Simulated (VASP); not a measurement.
# Al2B2As (P4/mbm) in VASP: relaxation of cell and atoms with PBE

Aim: the relaxation of cell and atoms of Al2B2As with PBE.

Program: VASP 6.6.1. These are calculated values, not measurements. Logs are shortened: lines on timing, memory, paths and dates and some standing lists are left out, and cuts for length are marked.

### 1 The cell of the first run

Symmetry: P4/mbm, No. 127, tetragonal system. Conventional cell: a = 7.122 Å, b = 7.122 Å, c = 2.956 Å, α = 90.00°, β = 90.00°, γ = 90.00°. Al (site symmetry m2m) has 3 B at 2.03 to 2.15 Å and 1 Al at 2.56 Å within 2.7 Å. B (site symmetry m2m) has 3 Al at 2.03 to 2.15 Å within 2.7 Å. As (site symmetry 4/m) has 2 As at 2.96 Å and 8 B at 3.02 Å and 8 Al at 3.17 Å within 3.9 Å.

The cell was generated, and may not be a known phase.

### 2 Relaxation of cell and atoms, PBE

The input, INCAR:

```
SYSTEM = Al2B2As
PREC     = Accurate       ! precision mode
ENCUT    = 600            ! plane-wave cutoff, eV
EDIFF    = 1E-6           ! SCF threshold, eV
ISMEAR   = 0              ! smearing method
SIGMA    = 0.1            ! smearing width, eV
LREAL    = .False.        ! projectors in reciprocal space
LASPH    = .True.         ! aspherical terms in the spheres
NELM     = 80             ! most SCF steps
ALGO     = Normal         ! electronic algorithm
ISIF     = 3              ! what is computed and relaxed
LWAVE    = .False.        ! write WAVECAR
LCHARG   = .False.        ! write CHGCAR
GGA      = PE             ! functional
IBRION   = 2              ! ionic algorithm
NSW      = 100            ! ionic steps
EDIFFG   = -0.01          ! ionic threshold
```

The input, KPOINTS:

```
Automatic mesh
0
Gamma
  6 6 12
  0 0 0
```

The input, POSCAR:

```
Al2B2As
1.0
    7.1224942631      0.0000000000      0.0000000000
    0.0000000000      7.1224942631      0.0000000000
    0.0000000000      0.0000000000      2.9557532817
Al B As
4 4 2
Direct
    0.3730996501      0.8730996501      0.5000000000
    0.1269003499      0.3730996501      0.5000000000
    0.6269003499      0.1269003499      0.5000000000
    0.8730996501      0.6269003499      0.5000000000
    0.1715018513      0.6715018513      0.5000000000
    0.3284981487      0.1715018513      0.5000000000
    0.8284981487      0.3284981487      0.5000000000
    0.6715018513      0.8284981487      0.5000000000
    0.0000000000      0.0000000000      0.0000000000
    0.5000000000      0.5000000000      0.0000000000
```

Potentials or basis: VASP PAW PBE potentials, release 64 (Al, B, As).

Launch:

```bash
$ cat potpaw_PBE.64/Al/POTCAR potpaw_PBE.64/B/POTCAR potpaw_PBE.64/As/POTCAR > POTCAR
$ mpirun -np 1 vasp_std > vasp.out
```

OUTCAR:

```text
SYSTEM = Al2B2As
   PREC = Accurate
   ENCUT = 600
   EDIFF = 1E-6
   ISMEAR = 0
   LREAL = .False.
   LASPH = .True.
   NELM = 80
   ISIF = 3
   GGA = PE
   IBRION = 2
   NSW = 100
   EDIFFG = -0.01

 ion  position               nearest neighbor table
   1  0.373  0.873  0.500-   5 2.03   6 2.15   8 2.15   3 2.56
   2  0.127  0.373  0.500-   6 2.03   5 2.15   7 2.15   4 2.56
   3  0.627  0.127  0.500-   7 2.03   6 2.15   8 2.15   1 2.56
   4  0.873  0.627  0.500-   8 2.03   7 2.15   5 2.15   2 2.56
   5  0.172  0.672  0.500-   1 2.03   2 2.15   4 2.15
   6  0.328  0.172  0.500-   2 2.03   1 2.15   3 2.15
   7  0.828  0.328  0.500-   3 2.03   2 2.15   4 2.15
   8  0.672  0.828  0.500-   4 2.03   3 2.15   1 2.15
   9  0.000  0.000  0.000-
  10  0.500  0.500  0.000-

  LATTYP: Found a simple tetragonal cell.
 ALAT       =     7.1224942631
 C/A-ratio  =     0.4149885100

  Lattice vectors:

 A1 = (   7.1224942631,   0.0000000000,   0.0000000000)
 A2 = (   0.0000000000,   7.1224942631,   0.0000000000)
 A3 = (   0.0000000000,   0.0000000000,   2.9557532817)

Analysis of symmetry for initial positions (statically):
=====================================================================
 Subroutine PRICEL returns:
 Original cell was already a primitive cell.

 Routine SETGRP: Setting up the symmetry group for a
 simple tetragonal supercell.

 Subroutine GETGRP returns: Found 16 space group operations
 (whereof  8 operations were pure point group operations)
 out of a pool of 16 trial point group operations.

The static configuration has the point symmetry C_4h.
 The point group associated with its full space group is D_4h.

Analysis of symmetry for dynamics (positions and initial velocities):
=====================================================================
 Subroutine PRICEL returns:
 Original cell was already a primitive cell.

 Routine SETGRP: Setting up the symmetry group for a
 simple tetragonal supercell.

 Subroutine GETGRP returns: Found 16 space group operations
 (whereof  8 operations were pure point group operations)
 out of a pool of 16 trial point group operations.

The dynamic configuration has the point symmetry C_4h.
 The point group associated with its full space group is D_4h.

 Subroutine INISYM returns: Found 16 space group operations
 (whereof  8 operations are pure point group operations),
 and found     1 'primitive' translations

----------------------------------------------------------------------------------------

                                     Primitive cell

  volume of cell :     149.9451

  direct lattice vectors                    reciprocal lattice vectors
     7.122494263  0.000000000  0.000000000     0.140400253  0.000000000  0.000000000
     0.000000000  7.122494263  0.000000000     0.000000000  0.140400253  0.000000000
     0.000000000  0.000000000  2.955753282     0.000000000  0.000000000  0.338323231

  length of vectors
     7.122494263  7.122494263  2.955753282     0.140400253  0.140400253  0.338323231

  position of ions in fractional coordinates (direct lattice)
     0.373099650  0.873099650  0.500000000
     0.126900350  0.373099650  0.500000000
     0.626900350  0.126900350  0.500000000
     0.873099650  0.626900350  0.500000000
     0.171501851  0.671501851  0.500000000
     0.328498149  0.171501851  0.500000000
     0.828498149  0.328498149  0.500000000
     0.671501851  0.828498149  0.500000000
     0.000000000  0.000000000  0.000000000
     0.500000000  0.500000000  0.000000000

  ion indices of the primitive-cell ions
   primitive index   ion index
                 1           1
                 2           2
                 3           3
                 4           4
                 5           5
                 6           6
                 7           7
                 8           8
                 9           9
                10          10

----------------------------------------------------------------------------------------

 KPOINTS: Automatic mesh

Automatic generation of k-mesh.
 Grid dimensions read from file:
 generate k-points for:    6    6   12

 Generating k-lattice:

  Cartesian coordinates                     Fractional coordinates (reciprocal lattice)
     0.023400042  0.000000000  0.000000000     0.166666667  0.000000000  0.000000000
     0.000000000  0.023400042  0.000000000     0.000000000  0.166666667  0.000000000
     0.000000000  0.000000000  0.028193603     0.000000000  0.000000000  0.083333333

  Length of vectors
     0.023400042  0.023400042  0.028193603

  Shift w.r.t. Gamma in fractional coordinates (k-lattice)
     0.000000000  0.000000000  0.000000000

 Subroutine IBZKPT returns following result:
 ===========================================

 Found     70 irreducible k-points:

 Following reciprocal coordinates:
            Coordinates               Weight
  0.000000  0.000000  0.000000      1.000000
  0.166667  0.000000  0.000000      4.000000
  0.333333  0.000000  0.000000      4.000000
  0.500000  0.000000  0.000000      2.000000
  0.166667  0.166667  0.000000      4.000000
  0.333333  0.166667  0.000000      8.000000
[... 16 lines left out ...]
  0.333333  0.000000  0.166667      8.000000
  0.500000  0.000000  0.166667      4.000000
 [... further k-points ...]
   k-points           NKPTS =     70   k-points in BZ     NKDIM =     70   number of bands    NBANDS=     23
   number of dos      NEDOS =    301   number of ions     NIONS =     10
   total plane-waves  NPLWV =  86400
   dimension x,y,z NGX =    60 NGY =   60 NGZ =   24
   dimension x,y,z NGXF=   120 NGYF=  120 NGZF=   48
   ions per type =               4   4   2
   NGX,Y,Z   is equivalent  to a cutoff of  14.00, 14.00, 13.50 a.u.
   NGXF,Y,Z  is equivalent  to a cutoff of  28.01, 28.01, 27.00 a.u.
 SYSTEM =  Al2B2As
   PREC   = accura    normal or accurate (medium, high low for compatibility)
   ISTART =      0    job   : 0-new  1-cont  2-samecut
   ICHARG =      2    charge: 1-file 2-atom 10-const
   ISPIN  =      1    spin polarized calculation?
   LNONCOLLINEAR =      F non collinear calculations
   LSORBIT =      F    spin-orbit coupling
   LASPH  =      T    aspherical Exc in radial PAW
   ENCUT  =  600.0 eV  44.10 Ry    6.64 a.u.  14.23 14.23  5.90*2*pi/ulx,y,z
   NELM   =     80;   NELMIN=  2; NELMDL= -5     # of ELM steps
   EDIFF  = 0.1E-05   stopping-criterion for ELM
   LREAL  =      F    real-space projection
   EDIFFG = -.1E-01   stopping-criterion for IOM
   NSW    =    100    number of steps for IOM
   IBRION =      2    ionic relax: 0-MD 1-quasi-New 2-CG
   NFREE  =      1    steps in history (QN), initial steepest desc. (CG)
   ISIF   =      3    stress and relaxation
   ISYM   =      2    0-nonsym 1-usesym 2-fastsym
   POTIM  = 0.5000    time-step for ionic-motion
   TEBEG  =    0.0;   TEEND  =   0.0 temperature during run
   PSTRESS=    0.0 pullay stress
   NELECT =      34.0000    total number of electrons
   NUPDOWN=      -1.0000    fix difference up-down
   EMIN   =  10.00;   EMAX   =-10.00  energy-range for DOS
   EFERMI =   0.00;   METHOD = LEGACY
   ISMEAR =     0;   SIGMA  =   0.10  broadening in eV -4-tet -1-fermi 0-gaus
   EFERMI_NEDOS =   21; number of points for ismear=-14 and -15
   IALGO  =     38    algorithm
   IMIX   =      4    mixing-type and parameters
     AMIX     =   0.40;   BMIX     =  1.00
     AMIX_MAG =   1.60;   BMIX_MAG =  1.00
  volume/ion in A,a.u.               =      14.99       101.19
  Fermi-wavevector in a.u.,A,eV,Ry     =   0.998291  1.886496 13.559352  0.996584
  Thomas-Fermi vector in A             =   2.130504
   LORBIT       =      0    0 simple, 1 ext, 2 COOP (PROOUT), +10 PAW based schemes
   GGA     = PE    functional components
   LHFCALC =     F    Hartree Fock is set to
   AEXX    =    0.0000 exact exchange contribution
   IVDW    =     0    specifies the selected vdW correction
   LEPSILON=     F    determine dielectric tensor
   LRPA    =     F    only Hartree local field effects (RPA)
 conjugate gradient relaxation of ions
 non-spin polarized calculation
 Gauss-broadening in eV      SIGMA  =   0.10
  energy-cutoff  :      600.00
  volume of cell :      149.95
 maximum number of plane-waves:      5056
 NGX is ok and might be reduce to    60
   NGX = 29   NGY = 29   NGZ = 11

--------------------------------------- Ionic step        1  -------------------------------------------

 number of electron      34.0000000 magnetization

 Free energy of the ion-electron system (eV)
  ---------------------------------------------------
  ext. energy  EPLUGINS =         0.00000000
  ---------------------------------------------------
  free energy    TOTEN  =       -41.67990529 eV

  energy without entropy =      -41.65809799  energy(sigma->0) =      -41.66900164

------------------------ aborting loop because EDIFF is reached ----------------------------------------

  FORCE on cell =-STRESS in cart. coord.  units (eV):
  Direction    XX          YY          ZZ          XY          YZ          ZX
  --------------------------------------------------------------------------------------
  -------------------------------------------------------------------------------------
  Total        0.6415123      0.6415123     -1.2296421      0.0000000     -0.0000000      0.0000000
  in kB        6.8546172      6.8546172    -13.1388362      0.0000000     -0.0000000      0.0000000
  external PRESSURE =       0.1901327 kB  Pullay stress =       0.0000000 kB
[... 249 lines left out ...]
  energy  without entropy=      -41.6663052585  energy(sigma->0) =      -41.67924580

--------------------------------------- Ionic step        7  -------------------------------------------

 number of electron      34.0000002 magnetization

 Free energy of the ion-electron system (eV)
  ---------------------------------------------------
  ext. energy  EPLUGINS =         0.00000000
  ---------------------------------------------------
  free energy    TOTEN  =       -41.69221252 eV

  energy without entropy =      -41.66638468  energy(sigma->0) =      -41.67929860

 E-fermi :   5.8965     XC(G=0): -10.2761

 val. band max:        5.8962282879   @ k =   0.3333   0.3333   0.1667
 cond. band min:       5.9047424352   @ k =   0.3333   0.0000   0.5000
 fundamental gap:      0.0085141472
 Fermi energy:         5.8964780128

 k-point     1 :       0.0000    0.0000    0.0000
  band No.  band energies     occupation
      1      -7.1131      2.00000
      2      -6.3024      2.00000
      3      -3.2007      2.00000
      4      -2.9224      2.00000
      5      -2.9085      2.00000
      6      -2.9085      2.00000
[... 613 lines left out ...]
     22       8.1738      0.00000
     23       8.7058      0.00000

 [... further k-points ...]

------------------------ aborting loop because EDIFF is reached ----------------------------------------

  FORCE on cell =-STRESS in cart. coord.  units (eV):
  Direction    XX          YY          ZZ          XY          YZ          ZX
  --------------------------------------------------------------------------------------
  -------------------------------------------------------------------------------------
  Total        0.0700986      0.0700986      0.0087638      0.0000000      0.0000000     -0.0000000
  in kB        0.7549149      0.7549149      0.0943800      0.0000000      0.0000000     -0.0000000
  external PRESSURE =       0.5347366 kB  Pullay stress =       0.0000000 kB
[... 25 lines left out ...]
  FREE ENERGIE OF THE ION-ELECTRON SYSTEM (eV)
  ---------------------------------------------------
  free  energy   TOTEN  =       -41.6922125234 eV

  energy  without entropy=      -41.6663846782  energy(sigma->0) =      -41.67929860

 reached required accuracy - stopping structural energy minimisation
```

Run time: 11 min. Hardware: 1 thread of Intel Xeon Platinum 8488C (Sapphire Rapids), shared host; peak memory 0.48 GiB.

Results:

```
Free energy                           : -41.6922 eV
Relaxed volume                        : 14.88 Å³/atom
Relaxed cell                          : a = 7.152 Å, b = 7.152 Å, c = 2.909 Å, α = 90.00°, β = 90.00°, γ = 90.00°
Space group after relaxing (to 0.1 Å) : P4/mbm (No. 127)
Energy gained by relaxing             : 1.2 meV/atom
Ionic steps                           : 7
Pressure after relaxing               : 0.1 GPa
Largest force after relaxing          : 0.008 eV/Å
Band gap on the k mesh                : zero (bands 17 and 18 overlap by 4.32 eV)
```

Forces on the atoms (eV/Å):
```
Al  -0.004 -0.004  0.000
Al   0.004 -0.004  0.000
Al   0.004  0.004  0.000
Al  -0.004  0.004  0.000
B   -0.006 -0.006  0.000
B    0.006 -0.006  0.000
B    0.006  0.006  0.000
B   -0.006  0.006  0.000
As   0.000  0.000  0.000
As   0.000  0.000  0.000
```

The path:
| step | energy change (eV) | largest force (eV/Å) | pressure (GPa) | volume (Å³) |
| --- | --- | --- | --- | --- |
| 1 | 0.0000 | 0.0747 | 0.02 | 149.95 |
| 2 | -0.0081 | 0.0575 | -0.31 | 149.98 |
| 3 | -0.0091 | 0.0967 | -0.46 | 149.99 |
| 4 | -0.0121 | 0.0451 | -0.05 | 148.97 |
| 5 | -0.0121 | 0.0429 | -0.05 | 148.99 |
| 6 | -0.0123 | 0.0174 | 0.09 | 148.69 |
| 7 | -0.0123 | 0.0081 | 0.05 | 148.77 |

Final structure:
```
Al B As
1.0
     7.15198    0.00000    0.00000
     0.00000    7.15198    0.00000
     0.00000    0.00000    2.90850
Al B As
4 4 2
Direct
  0.37256 0.87256 0.50000
  0.12744 0.37256 0.50000
  0.62744 0.12744 0.50000
  0.87256 0.62744 0.50000
  0.17117 0.67117 0.50000
  0.32883 0.17117 0.50000
  0.82883 0.32883 0.50000
  0.67117 0.82883 0.50000
  0.00000 0.00000 0.00000
  0.50000 0.50000 0.00000
```

Levels at points of the mesh, in eV from the Fermi level:
| k point | band 16 | band 17 | band 18 | band 19 | band 20 | band 21 |
| --- | --- | --- | --- | --- | --- | --- |
| (0.00, 0.00, 0.00) | 0.03 | 1.11 | 1.11 | 2.30 | 2.33 | 3.04 |
| (0.50, 0.00, 0.00) | 0.03 | 2.25 | 2.25 | 2.79 | 2.79 | 3.44 |
| (0.50, 0.50, 0.00) | -0.11 | 3.05 | 3.05 | 3.30 | 3.30 | 3.53 |
| (0.00, 0.00, 0.50) | -1.61 | -1.61 | -0.85 | -0.78 | 0.30 | 0.30 |
| (0.50, 0.00, 0.50) | -1.33 | -0.64 | -0.64 | -0.14 | -0.14 | 0.47 |
| (0.50, 0.50, 0.50) | -1.60 | -1.05 | -1.05 | -0.99 | -0.99 | 0.28 |
